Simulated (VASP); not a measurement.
# NaH (Fm-3m) in VASP: further runs

NaH is run at these levels: PBE; tasks: single point.

All numbers are computed with VASP 6.6.1; they aren't measurements. Logs are shortened: lines on timing, memory, paths and dates and some standing lists are left out, and cuts for length are marked.

## (1) The cell of the first run

Symmetry: Fm-3m, No. 225, cubic system. Conventional cell: a = 4.880 Å, b = 4.880 Å, c = 4.880 Å, α = 90.00°, β = 90.00°, γ = 90.00°. Na (site symmetry m-3m) has 6 H at 2.44 Å within 3.2 Å. H (site symmetry m-3m) has 6 Na at 2.44 Å within 3.2 Å.

## (2) Single point, PBE

The input, INCAR:

```
SYSTEM = NaH
  ALGO = Normal
  EDIFF = 1E-6
  ENCUT = 500
  GGA = PE
  GGA_COMPAT = .False.
  ISIF = 2
  ISMEAR = 0
  LASPH = .True.
  LCHARG = .False.
  LREAL = .False.
  LWAVE = .False.
  NBANDS = 11
  NELM = 120
  PREC = Accurate
  SIGMA = 0.01
```

The input, KPOINTS:

```
k-points
0
Gamma
  3 3 3
  0 0 0
```

The input, POSCAR:

```
NaH
1.0
    0.0000000000      2.4400000000      2.4400000000
    2.4400000000      0.0000000000      2.4400000000
    2.4400000000      2.4400000000      0.0000000000
Na H
1 1
Direct
    0.0000000000      0.0000000000      0.0000000000
    0.5000000000      0.5000000000      0.5000000000
```

Potentials or basis: VASP PAW PBE potentials, release 64 (Na_pv, H).

Command:

```sh
$ cat potpaw_PBE.64/Na_pv/POTCAR potpaw_PBE.64/H/POTCAR > POTCAR
$ mpirun -np 1 vasp_std > vasp.out
```

OUTCAR:

```text
SYSTEM = NaH
   EDIFF = 1E-6
   ENCUT = 500
   GGA = PE
   ISIF = 2
   ISMEAR = 0
   LASPH = .True.
   LREAL = .False.
   NELM = 120
   PREC = Accurate

 ion  position               nearest neighbor table
   1  0.000  0.000  0.000-
   2  0.500  0.500  0.500-

  LATTYP: Found a face centered cubic cell.
 ALAT       =     4.8800000000

  Lattice vectors:

 A1 = (   0.0000000000,   2.4400000000,   2.4400000000)
 A2 = (   2.4400000000,   0.0000000000,   2.4400000000)
 A3 = (   2.4400000000,   2.4400000000,   0.0000000000)

Analysis of symmetry for initial positions (statically):
=====================================================================
 Subroutine PRICEL returns:
 Original cell was already a primitive cell.

 Routine SETGRP: Setting up the symmetry group for a
 face centered cubic supercell.

 Subroutine GETGRP returns: Found 48 space group operations
 (whereof 48 operations were pure point group operations)
 out of a pool of 48 trial point group operations.

The static configuration has the point symmetry O_h .

Analysis of symmetry for dynamics (positions and initial velocities):
=====================================================================
 Subroutine PRICEL returns:
 Original cell was already a primitive cell.

 Routine SETGRP: Setting up the symmetry group for a
 face centered cubic supercell.

 Subroutine GETGRP returns: Found 48 space group operations
 (whereof 48 operations were pure point group operations)
 out of a pool of 48 trial point group operations.

The dynamic configuration has the point symmetry O_h .

 Subroutine INISYM returns: Found 48 space group operations
 (whereof 48 operations are pure point group operations),
 and found     1 'primitive' translations

----------------------------------------------------------------------------------------

                                     Primitive cell

  volume of cell :      29.0536

  direct lattice vectors                    reciprocal lattice vectors
     0.000000000  2.440000000  2.440000000    -0.204918033  0.204918033  0.204918033
     2.440000000  0.000000000  2.440000000     0.204918033 -0.204918033  0.204918033
     2.440000000  2.440000000  0.000000000     0.204918033  0.204918033 -0.204918033

  length of vectors
     3.450681092  3.450681092  3.450681092     0.354928444  0.354928444  0.354928444

  position of ions in fractional coordinates (direct lattice)
     0.000000000  0.000000000  0.000000000
     0.500000000  0.500000000  0.500000000

  ion indices of the primitive-cell ions
   primitive index   ion index
[... 62 lines left out ...]
   TEBEG  =    0.0;   TEEND  =   0.0 temperature during run
   PSTRESS=    0.0 pullay stress
   NELECT =       8.0000    total number of electrons
   NUPDOWN=      -1.0000    fix difference up-down
   EMIN   =  10.00;   EMAX   =-10.00  energy-range for DOS
   EFERMI =   0.00;   METHOD = LEGACY
   ISMEAR =     0;   SIGMA  =   0.01  broadening in eV -4-tet -1-fermi 0-gaus
   EFERMI_NEDOS =   21; number of points for ismear=-14 and -15
   IALGO  =     38    algorithm
   IMIX   =      4    mixing-type and parameters
     AMIX     =   0.40;   BMIX     =  1.00
     AMIX_MAG =   1.60;   BMIX_MAG =  1.00
  volume/ion in A,a.u.               =      14.53        98.03
  Fermi-wavevector in a.u.,A,eV,Ry     =   1.065054  2.012660 15.433636  1.134340
  Thomas-Fermi vector in A             =   2.200593
   LORBIT       =      0    0 simple, 1 ext, 2 COOP (PROOUT), +10 PAW based schemes
   GGA     = PE    functional components
   LHFCALC =     F    Hartree Fock is set to
   AEXX    =    0.0000 exact exchange contribution
   IVDW    =     0    specifies the selected vdW correction
   LEPSILON=     F    determine dielectric tensor
   LRPA    =     F    only Hartree local field effects (RPA)
 non-spin polarized calculation
 Gauss-broadening in eV      SIGMA  =   0.01
  energy-cutoff  :      500.00
  volume of cell :       29.05
 maximum number of plane-waves:       751
 NGX is ok and might be reduce to    28
   NGX = 13   NGY = 13   NGZ = 13

 number of electron       8.0000008 magnetization

 Free energy of the ion-electron system (eV)
  ---------------------------------------------------
  ext. energy  EPLUGINS =         0.00000000
  ---------------------------------------------------
  free energy    TOTEN  =        -5.10008931 eV

  energy without entropy =       -5.10008931  energy(sigma->0) =       -5.10008931

 E-fermi :  -1.4024     XC(G=0):  -7.6759

 val. band max:       -1.4704969928   @ k =  -0.3333   0.3333   0.0000
 cond. band min:       4.2841287618   @ k =   0.3333   0.0000   0.0000
 fundamental gap:      5.7546257545
 Fermi energy:        -1.4023884218

 k-point     1 :       0.0000    0.0000    0.0000
  band No.  band energies     occupation
      1     -23.3572      2.00000
      2     -23.3572      2.00000
      3     -23.3572      2.00000
      4      -4.7462      2.00000
      5       8.9485      0.00000
      6      14.1764      0.00000
      7      14.1764      0.00000
      8      14.1764      0.00000
      9      14.9659      0.00000
     10      14.9659      0.00000
     11      14.9659      0.00000
[... 29 lines left out ...]
 k-point     4 :      -0.3333    0.3333    0.0000
  band No.  band energies     occupation
      1     -23.4129      2.00000
      2     -23.4105      2.00000
      3     -23.3758      2.00000
      4      -1.4705      2.00000
      5       4.3903      0.00000
      6       4.5911      0.00000
      7      10.3315      0.00000
      8      10.8835      0.00000
      9      16.8048      0.00000
     10      19.6948      0.00000
     11      20.0240      0.00000

------------------------ aborting loop because EDIFF is reached ----------------------------------------

  FORCE on cell =-STRESS in cart. coord.  units (eV):
  Direction    XX          YY          ZZ          XY          YZ          ZX
  --------------------------------------------------------------------------------------
  -------------------------------------------------------------------------------------
  Total       -0.1433264     -0.1433264     -0.1433264      0.0000000      0.0000000     -0.0000000
  in kB       -7.9038249     -7.9038249     -7.9038249      0.0000000      0.0000000     -0.0000000
  external PRESSURE =      -7.9038249 kB  Pullay stress =       0.0000000 kB

 VOLUME and BASIS-vectors are now :
 -----------------------------------------------------------------------------
  energy-cutoff  :      500.00
  volume of cell :       29.05
      direct lattice vectors                 reciprocal lattice vectors
     0.000000000  2.440000000  2.440000000    -0.204918033  0.204918033  0.204918033
     2.440000000  0.000000000  2.440000000     0.204918033 -0.204918033  0.204918033
     2.440000000  2.440000000  0.000000000     0.204918033  0.204918033 -0.204918033

 POSITION                                       TOTAL-FORCE (eV/Angst)
 -----------------------------------------------------------------------------------
      0.00000      0.00000      0.00000        -0.000000      0.000000     -0.000000
      2.44000      2.44000      2.44000         0.000000     -0.000000      0.000000
 -----------------------------------------------------------------------------------
    total drift:                               -0.000000      0.000000      0.000000

  FREE ENERGIE OF THE ION-ELECTRON SYSTEM (eV)
  ---------------------------------------------------
  free  energy   TOTEN  =        -5.1000893085 eV

  energy  without entropy=       -5.1000893085  energy(sigma->0) =       -5.10008931
```

OSZICAR:

```text
N       E                     dE             d eps       ncg     rms          rms(c)
DAV:   1     0.314095554023E+02    0.31410E+02   -0.45753E+03    88   0.654E+02
DAV:   2    -0.447980765928E+01   -0.35889E+02   -0.35628E+02    94   0.174E+02
DAV:   3    -0.551431581833E+01   -0.10345E+01   -0.10326E+01   106   0.297E+01
DAV:   4    -0.552092892291E+01   -0.66131E-02   -0.66127E-02   116   0.239E+00
DAV:   5    -0.552097905618E+01   -0.50133E-04   -0.50127E-04   103   0.219E-01    0.315E+00
DAV:   6    -0.518519043087E+01    0.33579E+00   -0.31462E-01   108   0.271E+00    0.145E+00
DAV:   7    -0.509535567373E+01    0.89835E-01   -0.30275E-01    97   0.209E+00    0.352E-01
DAV:   8    -0.510016946949E+01   -0.48138E-02   -0.10322E-02   100   0.931E-01    0.646E-02
DAV:   9    -0.510009652280E+01    0.72947E-04   -0.96480E-04   100   0.344E-01    0.205E-02
DAV:  10    -0.510008684225E+01    0.96806E-05   -0.56822E-05   116   0.507E-02    0.420E-03
DAV:  11    -0.510008986019E+01   -0.30179E-05   -0.64513E-06    88   0.108E-02    0.330E-03
DAV:  12    -0.510008930852E+01    0.55167E-06   -0.27705E-07    59   0.319E-03
   1 F= -.51000893E+01 E0= -.51000893E+01  d E =-.179179E-22
```

stdout:

```text
POSCAR found type information on POSCAR NaH
 POSCAR found :  2 types and       2 ions
 scaLAPACK will be used
 LDA part: xc-table for (Slater+PW92), standard interpolation
 POSCAR, INCAR and KPOINTS ok, starting setup
 FFT: planning ... GRIDC
 FFT: planning ... GRID_SOFT
 FFT: planning ... GRID
 WAVECAR not read
 entering main loop
```

Run time: 4.7 s. Hardware: 1 thread of AMD EPYC 7R43 (Zen 3), shared host; peak memory 0.11 GiB.

Results:

* Free energy: -5.1001 eV
* Pressure: -0.8 GPa
* Band gap on the k mesh: 5.75 eV, indirect (least direct gap 5.86 eV)

Levels at points of the mesh, in eV from the valence-band top:
| k point | band 1 | band 2 | band 3 | band 4 | band 5 | band 6 | band 7 | band 8 |
| --- | --- | --- | --- | --- | --- | --- | --- | --- |
| (0.00, 0.00, 0.00) | -21.89 | -21.89 | -21.89 | -3.28 | 10.42 | 15.65 | 15.65 | 15.65 |

Caveat: the k points lie up to 0.74 Å⁻¹ apart. A k mesh can miss the band edges.

## (3) Single point, PBE

The input, INCAR:

```
PREC = Accurate
ENCUT = 500
EDIFF = 1E-6
ISMEAR = 0
SIGMA = 0.01
LREAL = F
LASPH = T
NELM = 120
ALGO = Normal
ISIF = 2
LWAVE = F
LCHARG = T
GGA = PE
LELF = T
LVHAR = T
NBANDS = 11
GGA_COMPAT = F
```

The input, KPOINTS:

```
Automatic mesh
0
Gamma
  5 5 5
```

POSCAR is that of step 2.

Potentials or basis: VASP PAW PBE potentials, release 64 (Na_pv, H).

Command:

```sh
$ cat potpaw_PBE.64/Na_pv/POTCAR potpaw_PBE.64/H/POTCAR > POTCAR
$ mpirun -np 1 vasp_std > vasp.out
```

Wall time 6.4 s (1 thread of AMD EPYC 7R43 (Zen 3), shared host); peak memory 0.11 GiB.

Results (log left out):

| Item | Value |
| --- | --- |
| Free energy | -5.0858 eV |
| Pressure | -0.7 GPa |
| Band gap on the k mesh | 4.54 eV, indirect (least direct gap 5.03 eV) |

Levels at points of the mesh, in eV from the valence-band top:
| k point | band 1 | band 2 | band 3 | band 4 | band 5 | band 6 | band 7 | band 8 |
| --- | --- | --- | --- | --- | --- | --- | --- | --- |
| (0.00, 0.00, 0.00) | -22.06 | -22.06 | -22.06 | -3.44 | 10.26 | 15.48 | 15.48 | 15.48 |

Caveat: the k points lie up to 0.45 Å⁻¹ apart.

## (4) Single point, PBE

The input, INCAR:

```
SYSTEM = NaH
ALGO     = Normal         ! electronic algorithm
EDIFF    = 1E-6           ! SCF threshold, eV
ENCUT    = 500            ! plane-wave cutoff, eV
GGA      = PE             ! functional
GGA_COMPAT= .False.      
ISIF     = 2              ! what is computed and relaxed
ISMEAR   = 0              ! smearing method
LASPH    = .True.         ! aspherical terms in the spheres
LCHARG   = .False.        ! write CHGCAR
LREAL    = .False.        ! projectors in reciprocal space
LWAVE    = .False.        ! write WAVECAR
NBANDS   = 11             ! bands
NELM     = 120            ! most SCF steps
PREC     = Accurate       ! precision mode
SIGMA    = 0.01           ! smearing width, eV
```

The input, KPOINTS:

```
k-points
0
Gamma
  5 5 5
  0 0 0
```

POSCAR is that of step 3.

Potentials or basis: VASP PAW PBE potentials, release 64 (Na_pv, H).

Command:

```sh
$ cat potpaw_PBE.64/Na_pv/POTCAR potpaw_PBE.64/H/POTCAR > POTCAR
$ mpirun -np 1 vasp_std > vasp.out
```

OUTCAR:

```text
SYSTEM = NaH
   EDIFF = 1E-6
   ENCUT = 500
   GGA = PE
   ISIF = 2
   ISMEAR = 0
   LASPH = .True.
   LREAL = .False.
   NELM = 120
   PREC = Accurate

 ion  position               nearest neighbor table
   1  0.000  0.000  0.000-
   2  0.500  0.500  0.500-

  LATTYP: Found a face centered cubic cell.
 ALAT       =     4.8800000000

  Lattice vectors:

 A1 = (   0.0000000000,   2.4400000000,   2.4400000000)
 A2 = (   2.4400000000,   0.0000000000,   2.4400000000)
 A3 = (   2.4400000000,   2.4400000000,   0.0000000000)

Analysis of symmetry for initial positions (statically):
=====================================================================
 Subroutine PRICEL returns:
 Original cell was already a primitive cell.

 Routine SETGRP: Setting up the symmetry group for a
 face centered cubic supercell.

 Subroutine GETGRP returns: Found 48 space group operations
 (whereof 48 operations were pure point group operations)
 out of a pool of 48 trial point group operations.

The static configuration has the point symmetry O_h .

[... 154 lines left out ...]
  band No.  band energies     occupation
      1     -23.3599      2.00000
      2     -23.3599      2.00000
      3     -23.3599      2.00000
      4      -4.7405      2.00000
      5       8.9587      0.00000
      6      14.1800      0.00000
      7      14.1800      0.00000
      8      14.1800      0.00000
      9      14.9679      0.00000
     10      14.9679      0.00000
     11      14.9679      0.00000
[... 113 lines left out ...]
 k-point    10 :      -0.4000    0.4000    0.2000
  band No.  band energies     occupation
      1     -23.4213      2.00000
      2     -23.4015      2.00000
      3     -23.3839      2.00000
      4      -1.5385      2.00000
      5       4.2055      0.00000
      6       5.5840      0.00000
      7       8.0488      0.00000
      8      14.2587      0.00000
      9      14.8295      0.00000
     10      16.4779      0.00000
     11      20.2533      0.00000

------------------------ aborting loop because EDIFF is reached ----------------------------------------

  FORCE on cell =-STRESS in cart. coord.  units (eV):
  Direction    XX          YY          ZZ          XY          YZ          ZX
  --------------------------------------------------------------------------------------
  -------------------------------------------------------------------------------------
  Total       -0.1302201     -0.1302201     -0.1302201      0.0000000     -0.0000000      0.0000000
  in kB       -7.1810715     -7.1810715     -7.1810715      0.0000000     -0.0000000      0.0000000
  external PRESSURE =      -7.1810715 kB  Pullay stress =       0.0000000 kB

 VOLUME and BASIS-vectors are now :
 -----------------------------------------------------------------------------
  energy-cutoff  :      500.00
  volume of cell :       29.05
      direct lattice vectors                 reciprocal lattice vectors
     0.000000000  2.440000000  2.440000000    -0.204918033  0.204918033  0.204918033
     2.440000000  0.000000000  2.440000000     0.204918033 -0.204918033  0.204918033
     2.440000000  2.440000000  0.000000000     0.204918033  0.204918033 -0.204918033

 POSITION                                       TOTAL-FORCE (eV/Angst)
 -----------------------------------------------------------------------------------
      0.00000      0.00000      0.00000         0.000000      0.000000      0.000000
      2.44000      2.44000      2.44000         0.000000     -0.000000     -0.000000
 -----------------------------------------------------------------------------------
    total drift:                               -0.000000      0.000000      0.000000

  FREE ENERGIE OF THE ION-ELECTRON SYSTEM (eV)
  ---------------------------------------------------
  free  energy   TOTEN  =        -5.0857904257 eV

  energy  without entropy=       -5.0857904257  energy(sigma->0) =       -5.08579043
```

OSZICAR:

```text
N       E                     dE             d eps       ncg     rms          rms(c)
DAV:   1     0.430131275252E+02    0.43013E+02   -0.43330E+03   220   0.725E+02
DAV:   2    -0.429738725283E+01   -0.47311E+02   -0.46959E+02   243   0.208E+02
DAV:   3    -0.550280318834E+01   -0.12054E+01   -0.12041E+01   256   0.326E+01
DAV:   4    -0.551087098494E+01   -0.80678E-02   -0.80668E-02   278   0.271E+00
DAV:   5    -0.551095302397E+01   -0.82039E-04   -0.82039E-04   244   0.274E-01    0.316E+00
DAV:   6    -0.517145917000E+01    0.33949E+00   -0.33960E-01   261   0.272E+00    0.146E+00
DAV:   7    -0.508093918753E+01    0.90520E-01   -0.32749E-01   241   0.210E+00    0.357E-01
DAV:   8    -0.508589657817E+01   -0.49574E-02   -0.10456E-02   250   0.941E-01    0.694E-02
DAV:   9    -0.508579687380E+01    0.99704E-04   -0.11939E-03   266   0.356E-01    0.224E-02
DAV:  10    -0.508578687573E+01    0.99981E-05   -0.64678E-05   269   0.504E-02    0.424E-03
DAV:  11    -0.508579063194E+01   -0.37562E-05   -0.62688E-06   238   0.113E-02    0.313E-03
DAV:  12    -0.508579042573E+01    0.20621E-06   -0.20707E-07   161   0.317E-03
   1 F= -.50857904E+01 E0= -.50857904E+01  d E =-.276896E-16
```

Run time: 6.6 s. Hardware: 1 thread of AMD EPYC 7R43 (Zen 3), shared host; peak memory 0.11 GiB.

What came out:

- Free energy: -5.0858 eV
- Pressure: -0.7 GPa
- Band gap on the k mesh: 4.54 eV, indirect (least direct gap 5.03 eV)

Levels at points of the mesh, in eV from the valence-band top:
| k point | band 2 | band 3 | band 4 | band 5 | band 6 | band 7 |
| --- | --- | --- | --- | --- | --- | --- |
| (0.00, 0.00, 0.00) | -22.06 | -22.06 | -3.44 | 10.26 | 15.48 | 15.48 |

Caveat: the k points lie up to 0.45 Å⁻¹ apart. PBE gaps usually lie below the measured ones, often by a third to a half.

## (5) Single point, PBE

The input, INCAR:

```
ALGO     = Normal         # electronic algorithm
EDIFF    = 1E-6           # SCF threshold, eV
ENCUT    = 500            # plane-wave cutoff, eV
GGA      = PE             # functional
GGA_COMPAT= F            
ISIF     = 2              # what is computed and relaxed
ISMEAR   = 0              # smearing method
LASPH    = T              # aspherical terms in the spheres
LCHARG   = F              # write CHGCAR
LREAL    = F              # projectors in reciprocal space
LWAVE    = F              # write WAVECAR
NBANDS   = 11             # bands
NELM     = 120            # most SCF steps
PREC     = Accurate       # precision mode
SIGMA    = 0.01           # smearing width, eV
```

The input, KPOINTS:

```
k-points
0
Gamma
  7 7 7
```

POSCAR is that of step 4.

Command:

```sh
$ cat potpaw_PBE.64/Na_pv/POTCAR potpaw_PBE.64/H/POTCAR > POTCAR
$ mpirun -np 1 vasp_std > vasp.out
```

Run time: 12 s. Hardware: 1 thread of AMD EPYC 7R43 (Zen 3), shared host; peak memory 0.11 GiB.

It converged, with:

| Property | Result |
| --- | --- |
| Free energy | -5.0858 eV |
| Pressure | -0.7 GPa |
| Band gap on the k mesh | 4.18 eV, indirect (least direct gap 4.80 eV) |

Levels at points of the mesh, in eV from the valence-band top:
```
           k point  band 2  band 3  band 4  band 5  band 6  band 7
(0.00, 0.00, 0.00)  -22.07  -22.07   -3.45   10.25   15.47   15.47
```

A k mesh can miss the band edges.

## (6) Overview

```csv
k mesh,gap on the mesh (eV),pressure (GPa)
3 × 3 × 3,5.75,-0.8
5 × 5 × 5,4.54,-0.7
7 × 7 × 7,4.18,-0.7
```

Alike in all rows: task single point; level PBE; potentials or basis VASP PAW PBE potentials, release 64 (Na_pv, H); no spin polarisation; cell as given; cutoff (eV) 500; smearing gaussian 0.01 eV.

Caveats: some runs use coarse meshes.

Absolute energies hang on the potentials; compare differences alone.
